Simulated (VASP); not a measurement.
# SnO in VASP: notebook

Runs on SnO. Level: PBE+D3(BJ). Tasks: single point.

Program: VASP 6.6.1. These are calculated values, not measurements. Logs are shortened: lines on timing, memory, paths and dates and some standing lists are left out, and cuts for length are marked.

**1. The cell of the first run**

The cell holds a slab with vacuum, 4 atoms: a = 3.973 Å, b = 3.973 Å, c = 30.635 Å, α = 90.00°, β = 90.00°, γ = 90.00°.

**2. Single point, PBE+D3(BJ) (biaxial strain +0.040, then relaxed in part)**

INCAR

```
PREC = Accurate ; ENCUT = 520
EDIFF = 1E-6 ; ISMEAR = 0
SIGMA = 0.02 ; LREAL = F
LASPH = T ; NELM = 100
ALGO = Normal ; ISIF = 2
LWAVE = F ; LCHARG = F
LDIPOL = T ; IDIPOL = 3
DIPOL = 0.5 0.5 0.500 ; GGA = PE
IVDW = 12 ; NBANDS = 28
```

KPOINTS

```
regular mesh
0
Gamma
  6 6 1
```

POSCAR

```
SnO
1.0
    3.9733815012     -0.0000150449      0.0000000000
    0.0000150449      3.9733815012      0.0000000000
    0.0000000000      0.0000000000     30.6349243850
Sn O
2 2
Direct
    0.7500000000      0.2500000000      0.4631054790
    0.2500000000      0.7500000000      0.5368945210
    0.2500000000      0.2500000000      0.5000000000
    0.7500000000      0.7500000000      0.5000000000
```

Potentials or basis: VASP PAW PBE potentials, release 64 (Sn_d, O).

Command:

```bash
> cat potpaw_PBE.64/Sn_d/POTCAR potpaw_PBE.64/O/POTCAR > POTCAR
> mpirun -np 1 vasp_std > vasp.out
```

OUTCAR:

```text
PREC = Accurate
   ENCUT = 520
   EDIFF = 1E-6
   ISMEAR = 0
   LREAL = F
   LASPH = T
   NELM = 100
   ISIF = 2
   GGA = PE
   IVDW = 12
 IVDW          = 12

 ion  position               nearest neighbor table
   1  0.750  0.250  0.463-   3 2.29   4 2.29   4 2.29   3 2.29   2 3.61   2 3.61   2 3.61   2 3.61

   2  0.250  0.750  0.537-   3 2.29   4 2.29   3 2.29   4 2.29   1 3.61   1 3.61   1 3.61   1 3.61

   3  0.250  0.250  0.500-   1 2.29   2 2.29   2 2.29   1 2.29
   4  0.750  0.750  0.500-   1 2.29   2 2.29   1 2.29   2 2.29

  LATTYP: Found a simple tetragonal cell.
 ALAT       =     3.9733815012
 C/A-ratio  =     7.7100385089

  Lattice vectors:

 A1 = (   3.9733815012,  -0.0000150449,   0.0000000000)
 A2 = (   0.0000150449,   3.9733815012,   0.0000000000)
 A3 = (   0.0000000000,   0.0000000000,  30.6349243850)

Analysis of symmetry for initial positions (statically):
=====================================================================
 Subroutine PRICEL returns:
 Original cell was already a primitive cell.

 Routine SETGRP: Setting up the symmetry group for a
 simple tetragonal supercell.

 Subroutine GETGRP returns: Found 16 space group operations
 (whereof  4 operations were pure point group operations)
 out of a pool of 16 trial point group operations.

The static configuration has the point symmetry C_2h.
 The point group associated with its full space group is D_4h.

Analysis of symmetry for dynamics (positions and initial velocities):
=====================================================================
 Subroutine PRICEL returns:
 Original cell was already a primitive cell.

 Routine SETGRP: Setting up the symmetry group for a
 simple tetragonal supercell.

 Subroutine GETGRP returns: Found 16 space group operations
 (whereof  4 operations were pure point group operations)
 out of a pool of 16 trial point group operations.

The dynamic configuration has the point symmetry C_2h.
 The point group associated with its full space group is D_4h.

 Subroutine INISYM returns: Found 16 space group operations
 (whereof  4 operations are pure point group operations),
 and found     1 'primitive' translations

----------------------------------------------------------------------------------------

                                     Primitive cell

  volume of cell :     483.6569

  direct lattice vectors                    reciprocal lattice vectors
     3.973381501 -0.000015045  0.000000000     0.251674801 -0.000000953  0.000000000
     0.000015045  3.973381501  0.000000000     0.000000953  0.251674801  0.000000000
     0.000000000  0.000000000 30.634924385     0.000000000  0.000000000  0.032642483

  length of vectors
     3.973381501  3.973381501 30.634924385     0.251674801  0.251674801  0.032642483

  position of ions in fractional coordinates (direct lattice)
     0.750000000  0.250000000  0.463105479
     0.250000000  0.750000000  0.536894521
     0.250000000  0.250000000  0.500000000
     0.750000000  0.750000000  0.500000000

  ion indices of the primitive-cell ions
   primitive index   ion index
                 1           1
                 2           2
                 3           3
                 4           4

----------------------------------------------------------------------------------------

 KPOINTS: regular mesh

Automatic generation of k-mesh.
 Grid dimensions read from file:
 generate k-points for:    6    6    1

 Generating k-lattice:

  Cartesian coordinates                     Fractional coordinates (reciprocal lattice)
     0.041945800 -0.000000159  0.000000000     0.166666667  0.000000000  0.000000000
     0.000000159  0.041945800  0.000000000     0.000000000  0.166666667  0.000000000
     0.000000000  0.000000000  0.032642483     0.000000000  0.000000000  1.000000000

  Length of vectors
     0.041945800  0.041945800  0.032642483

  Shift w.r.t. Gamma in fractional coordinates (k-lattice)
     0.000000000  0.000000000  0.000000000

 Subroutine IBZKPT returns following result:
 ===========================================

 Found     10 irreducible k-points:

 Following reciprocal coordinates:
            Coordinates               Weight
  0.000000  0.000000  0.000000      1.000000
  0.166667 -0.000000  0.000000      4.000000
  0.333333 -0.000000  0.000000      4.000000
  0.500000 -0.000000  0.000000      2.000000
  0.166667  0.166667  0.000000      4.000000
  0.333333  0.166667  0.000000      8.000000
  0.500000  0.166667  0.000000      4.000000
  0.333333  0.333333  0.000000      4.000000
  0.500000  0.333333  0.000000      4.000000
  0.500000  0.500000  0.000000      1.000000
   k-points           NKPTS =     10   k-points in BZ     NKDIM =     10   number of bands    NBANDS=     28
   number of dos      NEDOS =    301   number of ions     NIONS =      4
   total plane-waves  NPLWV = 216000
   dimension x,y,z NGX =    30 NGY =   30 NGZ =  240
   dimension x,y,z NGXF=    60 NGYF=   60 NGZF=  480
   ions per type =               2   2
   NGX,Y,Z   is equivalent  to a cutoff of  12.55, 12.55, 13.02 a.u.
   NGXF,Y,Z  is equivalent  to a cutoff of  25.10, 25.10, 26.05 a.u.
 SYSTEM =  unknown system
   PREC   = accura    normal or accurate (medium, high low for compatibility)
   ISTART =      0    job   : 0-new  1-cont  2-samecut
   ICHARG =      2    charge: 1-file 2-atom 10-const
   ISPIN  =      1    spin polarized calculation?
   LNONCOLLINEAR =      F non collinear calculations
   LSORBIT =      F    spin-orbit coupling
   LASPH  =      T    aspherical Exc in radial PAW
   ENCUT  =  520.0 eV  38.22 Ry    6.18 a.u.   7.39  7.39 56.96*2*pi/ulx,y,z
   NELM   =    100;   NELMIN=  2; NELMDL= -5     # of ELM steps
   EDIFF  = 0.1E-05   stopping-criterion for ELM
   LREAL  =      F    real-space projection
   EDIFFG = 0.1E-04   stopping-criterion for IOM
   NSW    =      0    number of steps for IOM
   IBRION =     -1    ionic relax: 0-MD 1-quasi-New 2-CG
   NFREE  =      0    steps in history (QN), initial steepest desc. (CG)
   ISIF   =      2    stress and relaxation
   ISYM   =      2    0-nonsym 1-usesym 2-fastsym
   POTIM  = 0.5000    time-step for ionic-motion
   TEBEG  =    0.0;   TEEND  =   0.0 temperature during run
   PSTRESS=    0.0 pullay stress
   NELECT =      40.0000    total number of electrons
   NUPDOWN=      -1.0000    fix difference up-down
   EMIN   =  10.00;   EMAX   =-10.00  energy-range for DOS
   EFERMI =   0.00;   METHOD = LEGACY
   ISMEAR =     0;   SIGMA  =   0.02  broadening in eV -4-tet -1-fermi 0-gaus
   EFERMI_NEDOS =   21; number of points for ismear=-14 and -15
   IALGO  =     38    algorithm
   IMIX   =      4    mixing-type and parameters
     AMIX     =   0.40;   BMIX     =  1.00
     AMIX_MAG =   1.60;   BMIX_MAG =  1.00
  volume/ion in A,a.u.               =     120.91       815.97
  Fermi-wavevector in a.u.,A,eV,Ry     =   0.713262  1.347870  6.921863  0.508743
  Thomas-Fermi vector in A             =   1.800854
   LORBIT       =      0    0 simple, 1 ext, 2 COOP (PROOUT), +10 PAW based schemes
   GGA     = PE    functional components
   LHFCALC =     F    Hartree Fock is set to
   AEXX    =    0.0000 exact exchange contribution
   IVDW    =    12    specifies the selected vdW correction
   LEPSILON=     F    determine dielectric tensor
   LRPA    =     F    only Hartree local field effects (RPA)
 non-spin polarized calculation
 Gauss-broadening in eV      SIGMA  =   0.02
  energy-cutoff  :      520.00
  volume of cell :      483.66
 maximum number of plane-waves:     13121
 NGX is ok and might be reduce to    30
   NGX = 15   NGY = 15   NGZ =113

 number of electron      40.0000006 magnetization

 dipolmoment           0.000000      0.000000     -0.000000 electrons x Angstroem

 Free energy of the ion-electron system (eV)
  ---------------------------------------------------
  ext. energy  EPLUGINS =         0.00000000
  ---------------------------------------------------
  free energy    TOTEN  =       -22.52390274 eV

  energy without entropy =      -22.52390274  energy(sigma->0) =      -22.52390274

 E-fermi :  -3.3699     XC(G=0):  -1.9999

 val. band max:       -3.5198961194   @ k =   0.1667  -0.0000   0.0000
 cond. band min:      -1.0213482420   @ k =   0.0000   0.0000   0.0000
 fundamental gap:      2.4985478774
 Fermi energy:        -3.3698713119

 k-point     1 :       0.0000    0.0000    0.0000
  band No.  band energies     occupation
      1     -24.1917      2.00000
      2     -23.8754      2.00000
      3     -23.8754      2.00000
      4     -23.8735      2.00000
      5     -23.8541      2.00000
      6     -23.8441      2.00000
[... 20 lines left out ...]
     27       1.8027      0.00000
     28       2.0649      0.00000

 k-point     2 :       0.1667   -0.0000    0.0000
  band No.  band energies     occupation
      1     -24.1787      2.00000
      2     -23.8888      2.00000
      3     -23.8765      2.00000
      4     -23.8703      2.00000
      5     -23.8597      2.00000
      6     -23.8517      2.00000
[... 20 lines left out ...]
     27       2.1065      0.00000
     28       2.2314      0.00000

 k-point     3 :       0.3333   -0.0000    0.0000
  band No.  band energies     occupation
      1     -24.1422      2.00000
      2     -23.9870      2.00000
      3     -23.8785      2.00000
      4     -23.8703      2.00000
      5     -23.8577      2.00000
      6     -23.8434      2.00000
[... 20 lines left out ...]
     27       2.6118      0.00000
     28       2.9035      0.00000

 k-point     4 :       0.5000   -0.0000    0.0000
  band No.  band energies     occupation
      1     -24.0798      2.00000
      2     -24.0798      2.00000
      3     -23.8774      2.00000
      4     -23.8774      2.00000
      5     -23.8459      2.00000
      6     -23.8459      2.00000
[... 144 lines left out ...]
     27       3.6082      0.00000
     28       3.6572      0.00000

 k-point     9 :       0.5000    0.3333    0.0000
  band No.  band energies     occupation
      1     -24.1034      2.00000
      2     -24.1034      2.00000
      3     -23.8615      2.00000
      4     -23.8615      2.00000
      5     -23.8433      2.00000
      6     -23.8433      2.00000
[... 20 lines left out ...]
     27       3.7206      0.00000
     28       3.7206      0.00000

 k-point    10 :       0.5000    0.5000    0.0000
  band No.  band energies     occupation
      1     -24.1132      2.00000
      2     -24.1132      2.00000
      3     -23.8618      2.00000
      4     -23.8618      2.00000
      5     -23.8355      2.00000
      6     -23.8355      2.00000
[... 20 lines left out ...]
     27       3.3019      0.00000
     28       3.3019      0.00000

------------------------ aborting loop because EDIFF is reached ----------------------------------------

 vacuum level on the upper side and lower side of the slab       (xc-potential included)        -0.005        -0.005

 Edisp (eV)   -0.50891

 E8    (eV) :    -0.2305

  FORCE on cell =-STRESS in cart. coord.  units (eV):
  Direction    XX          YY          ZZ          XY          YZ          ZX
  --------------------------------------------------------------------------------------
  -------------------------------------------------------------------------------------
  Total      -2.30783    -2.30783     0.09954    -0.00000    -0.00000     0.00000
  in kB      -7.64499    -7.64499     0.32975    -0.00000    -0.00000     0.00000
  external pressure =       -4.99 kB  Pullay stress =        0.00 kB

 VOLUME and BASIS-vectors are now :
 -----------------------------------------------------------------------------
  energy-cutoff  :      520.00
  volume of cell :      483.66
      direct lattice vectors                 reciprocal lattice vectors
     3.973381501 -0.000015045  0.000000000     0.251674801 -0.000000953  0.000000000
     0.000015045  3.973381501  0.000000000     0.000000953  0.251674801  0.000000000
     0.000000000  0.000000000 30.634924385     0.000000000  0.000000000  0.032642483

 POSITION                                       TOTAL-FORCE (eV/Angst)
 -----------------------------------------------------------------------------------
      2.98004      0.99333     14.18720        -0.000000      0.000000     -0.072117
      0.99336      2.98003     16.44772        -0.000000     -0.000000      0.072117
      0.99335      0.99334     15.31746         0.000000     -0.000000     -0.000000
      2.98005      2.98002     15.31746         0.000000     -0.000000     -0.000000
 -----------------------------------------------------------------------------------
    total drift:                                0.000000      0.000000      0.000000

  FREE ENERGIE OF THE ION-ELECTRON SYSTEM (eV)
  ---------------------------------------------------
  free  energy   TOTEN  =       -23.0328080887 eV

  energy  without entropy=      -23.0328080887  energy(sigma->0) =      -23.03280809

 vacuum level on the upper side and lower side of the slab         1.632         1.632
```

Wall time 7.3 min (1 thread of Intel Xeon 8259CL, shared host); peak memory 0.54 GiB.

What came out:

```
Free energy                : -23.0328 eV
Largest force              : 0.072 eV/Å
Band gap on the k mesh     : 2.50 eV (least direct gap 2.51 eV)
Dispersion energy per atom : -0.127 eV
```

Forces in eV/Å, atoms in the order of the input:
```
Sn   0.000  0.000 -0.072
Sn   0.000  0.000  0.072
O    0.000  0.000  0.000
O    0.000  0.000  0.000
```

Caveat: the cell differs from its parent crystal (biaxial strain +0.040, then relaxed in part); spin-orbit coupling is left out, which moves the levels of the heavy elements.

**3. Single point, PBE+D3(BJ)**

INCAR

```
ALGO     = Normal         # electronic algorithm
DIPOL    = 0.5 0.5 0.500
EDIFF    = 1E-6           # SCF threshold, eV
ENCUT    = 520            # plane-wave cutoff, eV
GGA      = PE             # functional
IDIPOL   = 3            
ISIF     = 2              # what is computed and relaxed
ISMEAR   = 0              # smearing method
IVDW     = 12             # dispersion correction
LASPH    = T              # aspherical terms in the spheres
LCHARG   = F              # write CHGCAR
LDIPOL   = T            
LREAL    = F              # projectors in reciprocal space
LWAVE    = F              # write WAVECAR
NBANDS   = 28             # bands
NELM     = 80             # most SCF steps
PREC     = Accurate       # precision mode
SIGMA    = 0.02           # smearing width, eV
```

KPOINTS

```
k-points
0
Gamma
  6 6 1
```

Edit POSCAR of step 2 so:

```diff
@@ -8,4 +8,4 @@
 Direct
-    0.7500000000      0.2500000000      0.4631054790
-    0.2500000000      0.7500000000      0.5368945210
+    0.7500000000      0.2500000000      0.4631286442
+    0.2500000000      0.7500000000      0.5368713558
     0.2500000000      0.2500000000      0.5000000000
```

Potentials or basis: VASP PAW PBE potentials, release 64 (Sn_d, O).

Command:

```bash
> cat potpaw_PBE.64/Sn_d/POTCAR potpaw_PBE.64/O/POTCAR > POTCAR
> mpirun -np 1 vasp_std > vasp.out
```

It took 7.2 min on 1 thread of Intel Xeon 8259CL, shared host; peak memory 0.54 GiB.

It converged, with:

- Free energy: -23.0327 eV
- Largest force: 0.083 eV/Å
- Band gap on the k mesh: 2.50 eV (least direct gap 2.51 eV)
- Dispersion energy per atom: -0.127 eV

Forces on the atoms (eV/Å):
```
Sn   0.000  0.000 -0.083
Sn   0.000  0.000  0.083
O    0.000  0.000  0.000
O    0.000  0.000  0.000
```

Levels at points of the mesh, in eV from the valence-band top:
| k point | band 17 | band 18 | band 19 | band 20 | band 21 | band 22 | band 23 | band 24 |
| --- | --- | --- | --- | --- | --- | --- | --- | --- |
| (0.00, 0.00, 0.00) | -2.04 | -1.94 | -1.94 | -0.01 | 2.50 | 2.60 | 4.99 | 5.03 |
| (0.50, 0.00, 0.00) | -3.40 | -3.40 | -0.55 | -0.55 | 3.25 | 3.25 | 5.13 | 5.13 |
| (0.50, 0.50, 0.00) | -1.30 | -1.30 | -0.81 | -0.81 | 3.00 | 3.00 | 5.14 | 5.14 |

Caveat: spin-orbit coupling is left out, which moves the levels of the heavy elements.

**4. Single point, PBE+D3(BJ) (biaxial strain +0.070, then relaxed in part)**

INCAR

```
ALGO     = Normal         # electronic algorithm
DIPOL    = 0.5 0.5 0.500
EDIFF    = 1E-7           # SCF threshold, eV
ENCUT    = 520            # plane-wave cutoff, eV
GGA      = PE             # functional
IDIPOL   = 3            
ISIF     = 2              # what is computed and relaxed
ISMEAR   = 0              # smearing method
IVDW     = 12             # dispersion correction
LASPH    = True           # aspherical terms in the spheres
LCHARG   = False          # write CHGCAR
LDIPOL   = True         
LREAL    = False          # projectors in reciprocal space
LWAVE    = False          # write WAVECAR
NBANDS   = 28             # bands
NELM     = 80             # most SCF steps
PREC     = Accurate       # precision mode
SIGMA    = 0.02           # smearing width, eV
```

KPOINTS is that of step 3.

POSCAR

```
SnO
1.0
    4.0879982753     -0.0000154789      0.0000000000
    0.0000154789      4.0879982753      0.0000000000
    0.0000000000      0.0000000000     30.6349243850
Sn O
2 2
Direct
    0.7500000000      0.2500000000      0.4645168741
    0.2500000000      0.7500000000      0.5354831259
    0.2500000000      0.2500000000      0.5000000000
    0.7500000000      0.7500000000      0.5000000000
```

Command:

```bash
> cat potpaw_PBE.64/Sn_d/POTCAR potpaw_PBE.64/O/POTCAR > POTCAR
> mpirun -np 1 vasp_std > vasp.out
```

It took 8.6 min on 1 thread of Intel Xeon 8259CL, shared host; peak memory 0.54 GiB.

Results (log left out):

| Item | Value |
| --- | --- |
| Free energy | -22.8583 eV |
| Largest force | 0.055 eV/Å |
| Band gap on the k mesh | 2.14 eV (least direct gap 2.17 eV) |
| Dispersion energy per atom | -0.121 eV |

Forces in eV/Å, atoms in the order of the input:
```
Sn   0.000  0.000 -0.055
Sn   0.000  0.000  0.055
O    0.000  0.000  0.000
O    0.000  0.000  0.000
```

Levels at points of the mesh, in eV from the valence-band top:
```tsv
k point	band 17	band 18	band 19	band 20	band 21	band 22	band 23	band 24
(0.00, 0.00, 0.00)	-2.04	-2.04	-1.95	-0.03	2.14	2.33	4.87	4.88
(0.50, 0.00, 0.00)	-3.38	-3.38	-0.53	-0.53	3.29	3.29	4.72	4.72
(0.50, 0.50, 0.00)	-1.40	-1.40	-0.84	-0.84	2.93	2.93	5.10	5.10
```

Caveat: the cell differs from its parent crystal (biaxial strain +0.070, then relaxed in part); spin-orbit coupling is left out, which moves the levels of the heavy elements.
